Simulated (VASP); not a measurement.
Set up this calculation in VASP 6.6.1, as the native input.

| Item | Value |
| --- | --- |
| Task | relaxation of cell and atoms |
| Functional | r2SCAN |
| Potentials or basis | VASP PAW PBE potentials, release 64 (Cd, Se) |
| Cutoff | 600 eV |
| k mesh | 6 × 6 × 6 |
| Occupations | fermi-dirac, width 0.02 eV |
| Spin | no spin polarisation |
| Dipole correction | no |
| Further INCAR settings | ALGO = Normal; EDIFF = 1e-06; IBRION = 2; EDIFFG = -0.005; NSW = 80; ISIF = 3 |

CdSe:

```
Cd Se
1.0
     0.00000    3.09862    3.09862
     3.09862    0.00000    3.09862
     3.09862    3.09862    0.00000
Cd Se
1 1
Direct
  0.00000 0.00000 0.00000
  0.75000 0.75000 0.75000
```

These files were run (other wordings do the same):

POSCAR

```
CdSe
1.0
    0.0000000000      3.0986163506      3.0986163506
    3.0986163506      0.0000000000      3.0986163506
    3.0986163506      3.0986163506      0.0000000000
Cd Se
1 1
Direct
    0.0000000000      0.0000000000      0.0000000000
    0.7500000000      0.7500000000      0.7500000000
```

INCAR.step1

```
SYSTEM = CdSe
PREC = Accurate
ENCUT = 600
ISMEAR = -1
SIGMA = 0.02
LREAL = .FALSE.
LASPH = .TRUE.
NELM = 100
GGA = PE
ALGO = Normal
EDIFF = 1E-4
LWAVE = .TRUE.
LCHARG = .FALSE.
```

INCAR.step2

```
SYSTEM = CdSe
PREC = Accurate
ENCUT = 600
EDIFF = 1E-6
ISMEAR = -1
SIGMA = 0.02
LREAL = .FALSE.
LASPH = .TRUE.
NELM = 100
ALGO = Normal
ISIF = 3
LWAVE = .FALSE.
LCHARG = .FALSE.
METAGGA = R2SCAN
LMIXTAU = .TRUE.
IBRION = 2
NSW = 80
EDIFFG = -0.005
ISTART = 1
```

KPOINTS

```
regular mesh
0
G
  6 6 6
  0 0 0
```

Potentials or basis: VASP PAW PBE potentials, release 64 (Cd, Se).

Run with:

```sh
$ cat potpaw_PBE.64/Cd/POTCAR potpaw_PBE.64/Se/POTCAR > POTCAR
$ cp INCAR.step1 INCAR
$ mpirun -np 1 vasp_std > vasp.out
$ cp INCAR.step2 INCAR
$ mpirun -np 1 vasp_std > vasp.out
```

Results of the run:

| Item | Value |
| --- | --- |
| Relaxed volume | 28.95 Å³/atom |
| Relaxed cell | a = 4.342 Å, b = 4.342 Å, c = 4.342 Å, α = 60.00°, β = 60.00°, γ = 60.00° |
| Space group after relaxing (to 0.1 Å) | F-43m (No. 216) |
| Energy gained by relaxing | 3.4 meV/atom |
| Ionic steps | 3 |
| Pressure after relaxing | 0.0 GPa |
| Band gap on the k mesh | 1.02 eV |

Caveat: the PAW data sets were made with another functional, which shifts forces and pressure a little.

Run time: 5.2 min on 1 thread of Intel Xeon 8259CL, on a shared host, peak memory 0.23 GiB.
